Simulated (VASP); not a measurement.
# BAs (P6_3/mmc) in VASP: settings compared, part 2 of 3

VASP 6.6.1. The steps go on from the part before.

## Step 3: Single point, PBE (uniaxial z strain +1.6%)

The input, INCAR:

```
SYSTEM = BAs
PREC = Accurate ; ENCUT = 520
EDIFF = 1E-6 ; ISMEAR = -1
SIGMA = 0.02 ; LREAL = .False.
LASPH = .True. ; NELM = 100
ALGO = Normal ; ISIF = 2
LWAVE = .False. ; LCHARG = .False.
GGA = PE ; NBANDS = 16
```

The input, KPOINTS:

```
regular mesh
0
Gamma
  12 12 4
  0 0 0
```

The input, POSCAR:

```
BAs
1.0
    3.3658574079      0.0000000000      0.0000000000
   -1.6829287039      2.9149180208      0.0000000000
    0.0000000000      0.0000000000      8.8836262219
B As
2 2
Direct
    0.3333333333      0.6666666667      0.2500000000
    0.6666666667      0.3333333333      0.7500000000
    0.6666666667      0.3333333333      0.2500000000
    0.3333333333      0.6666666667      0.7500000000
```

Potentials or basis: VASP PAW PBE potentials, release 64 (B, As).

The run is started by

```bash
> cat potpaw_PBE.64/B/POTCAR potpaw_PBE.64/As/POTCAR > POTCAR
> mpirun -np 1 vasp_std > vasp.out
```

OUTCAR:

```text
SYSTEM = BAs
   PREC = Accurate
   ENCUT = 520
   EDIFF = 1E-6
   ISMEAR = -1
   LREAL = .False.
   LASPH = .True.
   NELM = 100
   ISIF = 2
   GGA = PE

 ion  position               nearest neighbor table
   1  0.333  0.667  0.250-   3 1.94   3 1.94   3 1.94
   2  0.667  0.333  0.750-   4 1.94   4 1.94   4 1.94
   3  0.667  0.333  0.250-   1 1.94   1 1.94   1 1.94
   4  0.333  0.667  0.750-   2 1.94   2 1.94   2 1.94

  LATTYP: Found a hexagonal cell.
 ALAT       =     3.3658574079
 C/A-ratio  =     2.6393352853

  Lattice vectors:

 A1 = (   3.3658574079,   0.0000000000,   0.0000000000)
 A2 = (  -1.6829287039,   2.9149180208,   0.0000000000)
 A3 = (   0.0000000000,   0.0000000000,   8.8836262219)

Analysis of symmetry for initial positions (statically):
=====================================================================
 Subroutine PRICEL returns:
 Original cell was already a primitive cell.

 Routine SETGRP: Setting up the symmetry group for a
 hexagonal supercell.

 Subroutine GETGRP returns: Found 24 space group operations
 (whereof 12 operations were pure point group operations)
 out of a pool of 24 trial point group operations.

The static configuration has the point symmetry D_3d.
 The point group associated with its full space group is D_6h.

Analysis of symmetry for dynamics (positions and initial velocities):
=====================================================================
 Subroutine PRICEL returns:
 Original cell was already a primitive cell.

 Routine SETGRP: Setting up the symmetry group for a
 hexagonal supercell.

 Subroutine GETGRP returns: Found 24 space group operations
 (whereof 12 operations were pure point group operations)
 out of a pool of 24 trial point group operations.

The dynamic configuration has the point symmetry D_3d.
 The point group associated with its full space group is D_6h.

 Subroutine INISYM returns: Found 24 space group operations
 (whereof 12 operations are pure point group operations),
 and found     1 'primitive' translations

----------------------------------------------------------------------------------------

                                     Primitive cell

  volume of cell :      87.1590

  direct lattice vectors                    reciprocal lattice vectors
     3.365857408  0.000000000  0.000000000     0.297101118  0.171531411  0.000000000
    -1.682928704  2.914918021  0.000000000     0.000000000  0.343062821  0.000000000
     0.000000000  0.000000000  8.883626222     0.000000000  0.000000000  0.112566645

  length of vectors
     3.365857408  3.365857408  8.883626222     0.343062821  0.343062821  0.112566645

  position of ions in fractional coordinates (direct lattice)
     0.333333333  0.666666667  0.250000000
     0.666666667  0.333333333  0.750000000
     0.666666667  0.333333333  0.250000000
     0.333333333  0.666666667  0.750000000

  ion indices of the primitive-cell ions
   primitive index   ion index
                 1           1
                 2           2
                 3           3
                 4           4

----------------------------------------------------------------------------------------

 KPOINTS: regular mesh

Automatic generation of k-mesh.
 Grid dimensions read from file:
 generate k-points for:   12   12    4

 Generating k-lattice:

  Cartesian coordinates                     Fractional coordinates (reciprocal lattice)
     0.024758427  0.014294284  0.000000000     0.083333333  0.000000000  0.000000000
     0.000000000  0.028588568  0.000000000     0.000000000  0.083333333  0.000000000
     0.000000000  0.000000000  0.028141661     0.000000000  0.000000000  0.250000000

  Length of vectors
     0.028588568  0.028588568  0.028141661

  Shift w.r.t. Gamma in fractional coordinates (k-lattice)
     0.000000000  0.000000000  0.000000000

 Subroutine IBZKPT returns following result:
 ===========================================

 Found     57 irreducible k-points:

 Following reciprocal coordinates:
            Coordinates               Weight
  0.000000  0.000000  0.000000      1.000000
  0.083333 -0.000000  0.000000      6.000000
  0.166667  0.000000  0.000000      6.000000
  0.250000 -0.000000  0.000000      6.000000
  0.333333  0.000000  0.000000      6.000000
  0.416667 -0.000000  0.000000      6.000000
[... 16 lines left out ...]
  0.250000 -0.000000  0.250000     12.000000
  0.333333  0.000000  0.250000     12.000000
 [... further k-points ...]
   k-points           NKPTS =     57   k-points in BZ     NKDIM =     57   number of bands    NBANDS=     16
   number of dos      NEDOS =    301   number of ions     NIONS =      4
   total plane-waves  NPLWV =  54880
   dimension x,y,z NGX =    28 NGY =   28 NGZ =   70
   dimension x,y,z NGXF=    56 NGYF=   56 NGZF=  140
   ions per type =               2   2
   NGX,Y,Z   is equivalent  to a cutoff of  13.83, 13.83, 13.10 a.u.
   NGXF,Y,Z  is equivalent  to a cutoff of  27.66, 27.66, 26.20 a.u.
 SYSTEM =  BAs
   PREC   = accura    normal or accurate (medium, high low for compatibility)
   ISTART =      0    job   : 0-new  1-cont  2-samecut
   ICHARG =      2    charge: 1-file 2-atom 10-const
   ISPIN  =      1    spin polarized calculation?
   LNONCOLLINEAR =      F non collinear calculations
   LSORBIT =      F    spin-orbit coupling
   LASPH  =      T    aspherical Exc in radial PAW
   ENCUT  =  520.0 eV  38.22 Ry    6.18 a.u.   6.26  6.26 16.52*2*pi/ulx,y,z
   NELM   =    100;   NELMIN=  2; NELMDL= -5     # of ELM steps
   EDIFF  = 0.1E-05   stopping-criterion for ELM
   LREAL  =      F    real-space projection
   EDIFFG = 0.1E-04   stopping-criterion for IOM
   NSW    =      0    number of steps for IOM
   IBRION =     -1    ionic relax: 0-MD 1-quasi-New 2-CG
   NFREE  =      0    steps in history (QN), initial steepest desc. (CG)
   ISIF   =      2    stress and relaxation
   ISYM   =      2    0-nonsym 1-usesym 2-fastsym
   POTIM  = 0.5000    time-step for ionic-motion
   TEBEG  =    0.0;   TEEND  =   0.0 temperature during run
   PSTRESS=    0.0 pullay stress
   NELECT =      16.0000    total number of electrons
   NUPDOWN=      -1.0000    fix difference up-down
   EMIN   =  10.00;   EMAX   =-10.00  energy-range for DOS
   EFERMI =   0.00;   METHOD = LEGACY
   ISMEAR =    -1;   SIGMA  =   0.02  broadening in eV -4-tet -1-fermi 0-gaus
   EFERMI_NEDOS =   21; number of points for ismear=-14 and -15
   IALGO  =     38    algorithm
   IMIX   =      4    mixing-type and parameters
     AMIX     =   0.40;   BMIX     =  1.00
     AMIX_MAG =   1.60;   BMIX_MAG =  1.00
  volume/ion in A,a.u.               =      21.79       147.04
  Fermi-wavevector in a.u.,A,eV,Ry     =   0.930416  1.758232 11.778220  0.865675
  Thomas-Fermi vector in A             =   2.056802
   LORBIT       =      0    0 simple, 1 ext, 2 COOP (PROOUT), +10 PAW based schemes
   GGA     = PE    functional components
[... 5 lines left out ...]
 non-spin polarized calculation
  energy-cutoff  :      520.00
  volume of cell :       87.16
 maximum number of plane-waves:      2367
 NGX is ok and might be reduce to    28
   NGX = 13   NGY = 13   NGZ = 33

 number of electron      16.0000001 magnetization

 Free energy of the ion-electron system (eV)
  ---------------------------------------------------
  ext. energy  EPLUGINS =         0.00000000
  ---------------------------------------------------
  free energy    TOTEN  =       -21.26736429 eV

  energy without entropy =      -21.26736429  energy(sigma->0) =      -21.26736429

 E-fermi :   2.1200     XC(G=0):  -8.0694

 val. band max:        1.7592784033   @ k =   0.3333   0.3333   0.5000
 cond. band min:       2.4811906757   @ k =   0.3333   0.3333   0.5000
 fundamental gap:      0.7219122724
 Fermi energy:         2.1199513944

 k-point     1 :       0.0000    0.0000    0.0000
  band No.  band energies     occupation
      1     -12.1702      2.00000
      2     -12.0804      2.00000
      3      -2.7184      2.00000
      4      -1.6651      2.00000
      5       0.2465      2.00000
      6       0.2465      2.00000
[... 8 lines left out ...]
     15       6.6798      0.00000
     16       8.9305      0.00000
[... 419 lines left out ...]
 k-point    24 :       0.3333    0.0000    0.2500
  band No.  band energies     occupation
      1     -10.6867      2.00000
      2     -10.6321      2.00000
      3      -4.8160      2.00000
      4      -4.7737      2.00000
      5      -1.4587      2.00000
      6      -1.4329      2.00000
[... 8 lines left out ...]
     15      10.7988      0.00000
     16      11.3782      0.00000

 [... further k-points ...]
[... 5 lines left out ...]
  --------------------------------------------------------------------------------------
  -------------------------------------------------------------------------------------
  Total        1.4767353      1.4767353      0.2807357      0.0000000      0.0000000      0.0000000
  in kB       27.1456919     27.1456919      5.1605483      0.0000000      0.0000000      0.0000000
  external PRESSURE =      19.8173107 kB  Pullay stress =       0.0000000 kB

 VOLUME and BASIS-vectors are now :
 -----------------------------------------------------------------------------
  energy-cutoff  :      520.00
  volume of cell :       87.16
      direct lattice vectors                 reciprocal lattice vectors
     3.365857408  0.000000000  0.000000000     0.297101118  0.171531411  0.000000000
    -1.682928704  2.914918021  0.000000000     0.000000000  0.343062821  0.000000000
     0.000000000  0.000000000  8.883626222     0.000000000  0.000000000  0.112566645

 POSITION                                       TOTAL-FORCE (eV/Angst)
 -----------------------------------------------------------------------------------
     -0.00000      1.94328      2.22091         0.000000      0.000000      0.000000
      1.68293      0.97164      6.66272        -0.000000      0.000000      0.000000
      1.68293      0.97164      2.22091         0.000000     -0.000000      0.000000
     -0.00000      1.94328      6.66272        -0.000000      0.000000      0.000000
 -----------------------------------------------------------------------------------
    total drift:                               -0.000000      0.000000     -0.000000

  FREE ENERGIE OF THE ION-ELECTRON SYSTEM (eV)
  ---------------------------------------------------
  free  energy   TOTEN  =       -21.2673642861 eV

  energy  without entropy=      -21.2673642859  energy(sigma->0) =      -21.26736429
```

stdout:

```text
POSCAR found type information on POSCAR B As
 POSCAR found :  2 types and       4 ions
 scaLAPACK will be used
 LDA part: xc-table for (Slater+PW92), standard interpolation
 POSCAR, INCAR and KPOINTS ok, starting setup
 FFT: planning ... GRIDC
 FFT: planning ... GRID_SOFT
 FFT: planning ... GRID
 WAVECAR not read
 entering main loop
```

Wall time 51 s (1 thread of Intel Xeon 6975P-C (Granite Rapids), shared host); peak memory 0.25 GiB.

Results:

```
Free energy            : -21.2674 eV
Pressure               : 2.0 GPa
Band gap on the k mesh : 0.72 eV, direct
```

Caveat: the cell differs from its parent crystal (uniaxial z strain +1.6%); this functional lacks dispersion, which binds the layers, so the pressure and a relaxed spacing across them are unreliable.

(Part 2 of 3 ends here.)
